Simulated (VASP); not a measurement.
# LuAuC6 (P4/mmm) in VASP: further runs

The runs below take LuAuC6 through single point, relaxation of cell and atoms, with PBE.

Program: VASP 6.6.1. These are calculated values, not measurements. Logs are shortened: lines on timing, memory, paths and dates and some standing lists are left out, and cuts for length are marked.

## Step 1: The cell of the first run

The structure is tetragonal, space group P4/mmm (No. 123). The conventional cell has a = 3.436 Å, b = 3.436 Å, c = 6.606 Å, α = 90.00°, β = 90.00°, γ = 90.00°. Within 3.5 Å of Lu (site symmetry 4/mmm) lie 16 C at 2.50 to 2.84 Å and 2 Au at 3.30 Å and 4 Lu at 3.44 Å. Within 2.3 Å of C (site symmetry 4mm) lie 4 C at 1.75 Å. Within 2.3 Å of C (site symmetry 2mm) lie 2 C at 1.75 Å and 2 Au at 2.27 Å. Within 3.1 Å of Au (site symmetry 4/mmm) lie 16 C at 2.27 to 3.05 Å.

The cell was built from a structure type or drawn by symmetry, and may not be a known phase.

## Step 2: Single point, PBE

Input file INCAR:

```
PREC     = Accurate       # precision mode
ENCUT    = 520            # plane-wave cutoff, eV
EDIFF    = 1E-6           # SCF threshold, eV
ISMEAR   = 0              # smearing method
SIGMA    = 0.1            # smearing width, eV
LREAL    = False          # projectors in reciprocal space
LASPH    = True           # aspherical terms in the spheres
NELM     = 100            # most SCF steps
ALGO     = Normal         # electronic algorithm
ISIF     = 2              # what is computed and relaxed
LWAVE    = False          # write WAVECAR
LCHARG   = True           # write CHGCAR
GGA      = PE             # functional
LELF     = True           # ELF
LVHAR    = True         
NBANDS   = 40             # bands
```

Input file KPOINTS:

```
regular mesh
0
Gamma
  4 4 2
```

Input file POSCAR:

```
LuAuC6
1.0
    3.4355751568      0.0000000000      0.0000000000
    0.0000000000      3.4355751568      0.0000000000
    0.0000000000      0.0000000000      6.6057165630
Lu C Au
1 6 1
Direct
    0.0000000000      0.0000000000      0.5000000000
    0.5000000000      0.5000000000      0.2781916276
    0.5000000000      0.5000000000      0.7218083724
    0.0000000000      0.5000000000      0.2240896275
    0.0000000000      0.5000000000      0.7759103725
    0.5000000000      0.0000000000      0.2240896275
    0.5000000000      0.0000000000      0.7759103725
    0.0000000000      0.0000000000      0.0000000000
```

Potentials or basis: VASP PAW PBE potentials, release 64 (Lu, C, Au).

Started as:

```bash
cat potpaw_PBE.64/Lu/POTCAR potpaw_PBE.64/C/POTCAR potpaw_PBE.64/Au/POTCAR > POTCAR
mpirun -np 1 vasp_std > vasp.out
```

OUTCAR:

```text
PREC = Accurate
   ENCUT = 520
   EDIFF = 1E-6
   ISMEAR = 0
   LREAL = False
   LASPH = True
   NELM = 100
   ISIF = 2
   GGA = PE

 ion  position               nearest neighbor table
   1  0.000  0.000  0.500-   4 2.50   5 2.50   6 2.50   7 2.50   4 2.50   5 2.50   6 2.50   7 2.50
                             2 2.84   3 2.84   2 2.84   3 2.84   2 2.84   3 2.84   2 2.84   3 2.84
   2  0.500  0.500  0.278-   4 1.75   6 1.75   6 1.75   4 1.75   1 2.84   1 2.84   1 2.84   1 2.84

   3  0.500  0.500  0.722-   5 1.75   7 1.75   7 1.75   5 1.75   1 2.84   1 2.84   1 2.84   1 2.84

   4  0.000  0.500  0.224-   2 1.75   2 1.75   8 2.27   8 2.27   1 2.50   1 2.50
   5  0.000  0.500  0.776-   3 1.75   3 1.75   8 2.27   8 2.27   1 2.50   1 2.50
   6  0.500  0.000  0.224-   2 1.75   2 1.75   8 2.27   8 2.27   1 2.50   1 2.50
   7  0.500  0.000  0.776-   3 1.75   3 1.75   8 2.27   8 2.27   1 2.50   1 2.50
   8  0.000  0.000  0.000-   4 2.27   5 2.27   6 2.27   7 2.27   4 2.27   5 2.27   6 2.27   7 2.27
                             1 3.30   1 3.30

  LATTYP: Found a simple tetragonal cell.
 ALAT       =     3.4355751568
 C/A-ratio  =     1.9227396466

  Lattice vectors:

 A1 = (   3.4355751568,   0.0000000000,   0.0000000000)
 A2 = (   0.0000000000,   3.4355751568,   0.0000000000)
 A3 = (   0.0000000000,   0.0000000000,   6.6057165630)

Analysis of symmetry for initial positions (statically):
=====================================================================
 Subroutine PRICEL returns:
 Original cell was already a primitive cell.

 Routine SETGRP: Setting up the symmetry group for a
 simple tetragonal supercell.

 Subroutine GETGRP returns: Found 16 space group operations
 (whereof 16 operations were pure point group operations)
 out of a pool of 16 trial point group operations.

The static configuration has the point symmetry D_4h.

Analysis of symmetry for dynamics (positions and initial velocities):
=====================================================================
 Subroutine PRICEL returns:
 Original cell was already a primitive cell.

 Routine SETGRP: Setting up the symmetry group for a
 simple tetragonal supercell.

 Subroutine GETGRP returns: Found 16 space group operations
 (whereof 16 operations were pure point group operations)
 out of a pool of 16 trial point group operations.

The dynamic configuration has the point symmetry D_4h.

 Subroutine INISYM returns: Found 16 space group operations
 (whereof 16 operations are pure point group operations),
 and found     1 'primitive' translations

----------------------------------------------------------------------------------------

                                     Primitive cell

  volume of cell :      77.9684

  direct lattice vectors                    reciprocal lattice vectors
     3.435575157  0.000000000  0.000000000     0.291072078  0.000000000  0.000000000
     0.000000000  3.435575157  0.000000000     0.000000000  0.291072078  0.000000000
     0.000000000  0.000000000  6.605716563     0.000000000  0.000000000  0.151384031

  length of vectors
     3.435575157  3.435575157  6.605716563     0.291072078  0.291072078  0.151384031

  position of ions in fractional coordinates (direct lattice)
     0.000000000  0.000000000  0.500000000
     0.500000000  0.500000000  0.278191628
     0.500000000  0.500000000  0.721808372
     0.000000000  0.500000000  0.224089627
     0.000000000  0.500000000  0.775910373
     0.500000000  0.000000000  0.224089627
     0.500000000  0.000000000  0.775910373
     0.000000000  0.000000000  0.000000000

  ion indices of the primitive-cell ions
   primitive index   ion index
                 1           1
                 2           2
                 3           3
                 4           4
                 5           5
                 6           6
                 7           7
                 8           8

----------------------------------------------------------------------------------------

 KPOINTS: regular mesh

Automatic generation of k-mesh.
 Grid dimensions read from file:
 generate k-points for:    4    4    2

 Generating k-lattice:

  Cartesian coordinates                     Fractional coordinates (reciprocal lattice)
     0.072768019  0.000000000  0.000000000     0.250000000  0.000000000  0.000000000
     0.000000000  0.072768019  0.000000000     0.000000000  0.250000000  0.000000000
     0.000000000  0.000000000  0.075692015     0.000000000  0.000000000  0.500000000

  Length of vectors
     0.072768019  0.072768019  0.075692015

  Shift w.r.t. Gamma in fractional coordinates (k-lattice)
     0.000000000  0.000000000  0.000000000

 Subroutine IBZKPT returns following result:
 ===========================================

 Found     12 irreducible k-points:

 Following reciprocal coordinates:
            Coordinates               Weight
  0.000000  0.000000  0.000000      1.000000
  0.250000  0.000000  0.000000      4.000000
  0.500000  0.000000  0.000000      2.000000
  0.250000  0.250000  0.000000      4.000000
  0.500000  0.250000  0.000000      4.000000
  0.500000  0.500000  0.000000      1.000000
  0.000000  0.000000  0.500000      1.000000
  0.250000  0.000000  0.500000      4.000000
  0.500000  0.000000  0.500000      2.000000
  0.250000  0.250000  0.500000      4.000000
  0.500000  0.250000  0.500000      4.000000
  0.500000  0.500000  0.500000      1.000000
   k-points           NKPTS =     12   k-points in BZ     NKDIM =     12   number of bands    NBANDS=     40
   number of dos      NEDOS =    301   number of ions     NIONS =      8
   total plane-waves  NPLWV =  39200
   dimension x,y,z NGX =    28 NGY =   28 NGZ =   50
   dimension x,y,z NGXF=    56 NGYF=   56 NGZF=  100
   ions per type =               1   6   1
   NGX,Y,Z   is equivalent  to a cutoff of  13.55, 13.55, 12.58 a.u.
   NGXF,Y,Z  is equivalent  to a cutoff of  27.10, 27.10, 25.17 a.u.
 SYSTEM =  unknown system
   PREC   = accura    normal or accurate (medium, high low for compatibility)
   ISTART =      0    job   : 0-new  1-cont  2-samecut
   ICHARG =      2    charge: 1-file 2-atom 10-const
   ISPIN  =      1    spin polarized calculation?
   LNONCOLLINEAR =      F non collinear calculations
   LSORBIT =      F    spin-orbit coupling
   LASPH  =      T    aspherical Exc in radial PAW
   ENCUT  =  520.0 eV  38.22 Ry    6.18 a.u.   6.39  6.39 12.28*2*pi/ulx,y,z
   NELM   =    100;   NELMIN=  2; NELMDL= -5     # of ELM steps
   EDIFF  = 0.1E-05   stopping-criterion for ELM
   LREAL  =      F    real-space projection
   EDIFFG = 0.1E-04   stopping-criterion for IOM
   NSW    =      0    number of steps for IOM
   IBRION =     -1    ionic relax: 0-MD 1-quasi-New 2-CG
   NFREE  =      0    steps in history (QN), initial steepest desc. (CG)
   ISIF   =      2    stress and relaxation
   ISYM   =      2    0-nonsym 1-usesym 2-fastsym
   POTIM  = 0.5000    time-step for ionic-motion
   TEBEG  =    0.0;   TEEND  =   0.0 temperature during run
   PSTRESS=    0.0 pullay stress
   NELECT =      60.0000    total number of electrons
   NUPDOWN=      -1.0000    fix difference up-down
   EMIN   =  10.00;   EMAX   =-10.00  energy-range for DOS
   EFERMI =   0.00;   METHOD = LEGACY
   ISMEAR =     0;   SIGMA  =   0.10  broadening in eV -4-tet -1-fermi 0-gaus
   EFERMI_NEDOS =   21; number of points for ismear=-14 and -15
   IALGO  =     38    algorithm
   IMIX   =      4    mixing-type and parameters
     AMIX     =   0.40;   BMIX     =  1.00
     AMIX_MAG =   1.60;   BMIX_MAG =  1.00
  volume/ion in A,a.u.               =       9.75        65.77
  Fermi-wavevector in a.u.,A,eV,Ry     =   1.500211  2.834987 30.621715  2.250633
  Thomas-Fermi vector in A             =   2.611741
   LORBIT       =      0    0 simple, 1 ext, 2 COOP (PROOUT), +10 PAW based schemes
   GGA     = PE    functional components
   LHFCALC =     F    Hartree Fock is set to
   AEXX    =    0.0000 exact exchange contribution
   IVDW    =     0    specifies the selected vdW correction
   LEPSILON=     F    determine dielectric tensor
   LRPA    =     F    only Hartree local field effects (RPA)
 non-spin polarized calculation
 Gauss-broadening in eV      SIGMA  =   0.10
  energy-cutoff  :      520.00
  volume of cell :       77.97
 maximum number of plane-waves:      2128
 NGX is ok and might be reduce to    28
   NGX = 13   NGY = 13   NGZ = 25

 number of electron      59.9999990 magnetization

 Free energy of the ion-electron system (eV)
  ---------------------------------------------------
  ext. energy  EPLUGINS =         0.00000000
  ---------------------------------------------------
  free energy    TOTEN  =       -46.03798190 eV

  energy without entropy =      -46.02326351  energy(sigma->0) =      -46.03062270

 E-fermi :   7.5346     XC(G=0): -12.6373

 val. band max:        7.4771673988   @ k =   0.2500   0.0000   0.5000
 cond. band min:       7.5531728205   @ k =   0.0000   0.0000   0.5000
 fundamental gap:      0.0760054217
 Fermi energy:         7.5345777758

 k-point     1 :       0.0000    0.0000    0.0000
  band No.  band energies     occupation
      1     -48.6285      2.00000
      2     -19.5382      2.00000
      3     -19.2346      2.00000
      4     -19.2346      2.00000
      5      -9.6834      2.00000
      6      -8.3624      2.00000
[... 32 lines left out ...]
     39      13.4034      0.00000
     40      14.7633      0.00000

 k-point     2 :       0.2500    0.0000    0.0000
  band No.  band energies     occupation
      1     -48.6227      2.00000
      2     -19.4995      2.00000
      3     -19.4163      2.00000
      4     -19.2193      2.00000
      5      -8.9939      2.00000
      6      -8.0694      2.00000
[... 32 lines left out ...]
     39      12.1937      0.00000
     40      14.8456      0.00000

 k-point     3 :       0.5000    0.0000    0.0000
  band No.  band energies     occupation
      1     -48.6169      2.00000
      2     -19.5901      2.00000
      3     -19.4603      2.00000
      4     -19.2039      2.00000
      5      -7.6386      2.00000
      6      -7.5497      2.00000
[... 32 lines left out ...]
     39      13.6700      0.00000
     40      13.8995      0.00000

 k-point     4 :       0.2500    0.2500    0.0000
  band No.  band energies     occupation
      1     -48.6169      2.00000
      2     -19.4640      2.00000
      3     -19.4025      2.00000
      4     -19.3862      2.00000
      5      -8.3525      2.00000
      6      -7.6752      2.00000
[... 32 lines left out ...]
     39      12.7215      0.00000
     40      14.0792      0.00000
[... 256 lines left out ...]
     39      13.2126      0.00000
     40      13.8836      0.00000

 k-point    11 :       0.5000    0.2500    0.5000
  band No.  band energies     occupation
      1     -48.6112      2.00000
      2     -19.5625      2.00000
      3     -19.4310      2.00000
      4     -19.3724      2.00000
      5      -7.0802      2.00000
      6      -7.0121      2.00000
[... 32 lines left out ...]
     39      12.8810      0.00000
     40      14.3549      0.00000

 k-point    12 :       0.5000    0.5000    0.5000
  band No.  band energies     occupation
      1     -48.6054      2.00000
      2     -19.5346      2.00000
      3     -19.5346      2.00000
      4     -19.3982      2.00000
      5      -5.8370      2.00000
      6      -5.7267      2.00000
[... 32 lines left out ...]
     39      13.4679      0.00000
     40      13.4679      0.00000

------------------------ aborting loop because EDIFF is reached ----------------------------------------

  FORCE on cell =-STRESS in cart. coord.  units (eV):
  Direction    XX          YY          ZZ          XY          YZ          ZX
  --------------------------------------------------------------------------------------
  -------------------------------------------------------------------------------------
  Total        0.1163115      0.1163115      0.2173118      0.0000000      0.0000000      0.0000000
  in kB        2.3900917      2.3900917      4.4655518      0.0000000      0.0000000      0.0000000
  external PRESSURE =       3.0819118 kB  Pullay stress =       0.0000000 kB

 VOLUME and BASIS-vectors are now :
 -----------------------------------------------------------------------------
  energy-cutoff  :      520.00
  volume of cell :       77.97
      direct lattice vectors                 reciprocal lattice vectors
     3.435575157  0.000000000  0.000000000     0.291072078  0.000000000  0.000000000
     0.000000000  3.435575157  0.000000000     0.000000000  0.291072078  0.000000000
     0.000000000  0.000000000  6.605716563     0.000000000  0.000000000  0.151384031

 POSITION                                       TOTAL-FORCE (eV/Angst)
 -----------------------------------------------------------------------------------
      0.00000      0.00000      3.30286         0.000000      0.000000      0.000000
      1.71779      1.71779      1.83766        -0.000000     -0.000000     -0.007857
      1.71779      1.71779      4.76806         0.000000      0.000000      0.007857
      0.00000      1.71779      1.48027         0.000000     -0.000000     -0.023350
      0.00000      1.71779      5.12544         0.000000     -0.000000      0.023350
      1.71779      0.00000      1.48027         0.000000      0.000000     -0.023350
      1.71779      0.00000      5.12544        -0.000000      0.000000      0.023350
      0.00000      0.00000      0.00000         0.000000      0.000000      0.000000
 -----------------------------------------------------------------------------------
    total drift:                               -0.000000     -0.000000     -0.000000

  FREE ENERGIE OF THE ION-ELECTRON SYSTEM (eV)
  ---------------------------------------------------
  free  energy   TOTEN  =       -46.0379818951 eV

  energy  without entropy=      -46.0232635134  energy(sigma->0) =      -46.03062270
```

Wall time 71 s (1 thread of Intel Xeon Platinum 8259CL at 2.50GHz (Skylake/Cascade Lake), shared host); peak memory 0.21 GiB.

Results:

| Item | Value |
| --- | --- |
| Free energy | -46.0380 eV |
| Pressure | 0.3 GPa |
| Largest force | 0.023 eV/Å |
| Band gap on the k mesh | zero (bands 30 and 31 overlap by 1.39 eV) |

Forces in eV/Å, atoms in the order of the input:
```
Lu   0.000  0.000  0.000
C    0.000  0.000 -0.008
C    0.000  0.000  0.008
C    0.000  0.000 -0.023
C    0.000  0.000  0.023
C    0.000  0.000 -0.023
C    0.000  0.000  0.023
Au   0.000  0.000  0.000
```

Levels at points of the mesh, in eV from the Fermi level:
```tsv
k point	band 26	band 27	band 28	band 29	band 30	band 31	band 32	band 33	band 34	band 35
(0.00, 0.00, 0.00)	-4.53	-2.42	-1.25	-0.54	0.53	0.53	0.61	0.82	1.32	1.32
(0.50, 0.00, 0.00)	-4.08	-1.83	-1.59	-1.13	-0.45	-0.20	0.23	0.61	2.06	3.08
(0.50, 0.50, 0.00)	-3.69	-3.23	-0.92	0.88	0.88	2.69	2.84	3.25	3.38	3.59
(0.00, 0.00, 0.50)	-4.11	-2.54	-1.38	-0.92	0.02	0.02	1.34	2.08	2.50	2.73
(0.50, 0.00, 0.50)	-3.78	-3.61	-2.82	-2.42	-1.46	1.36	1.63	1.74	2.93	3.63
(0.50, 0.50, 0.50)	-4.00	-3.94	-0.72	1.19	1.19	2.72	2.80	2.87	4.27	4.70
```

Caveat: the k points lie up to 0.48 Å⁻¹ apart, too coarse for converged energies and pressures of a metal; spin-orbit coupling is left out, which moves the levels of the heavy elements.

(Continued in part 2 of 2.)
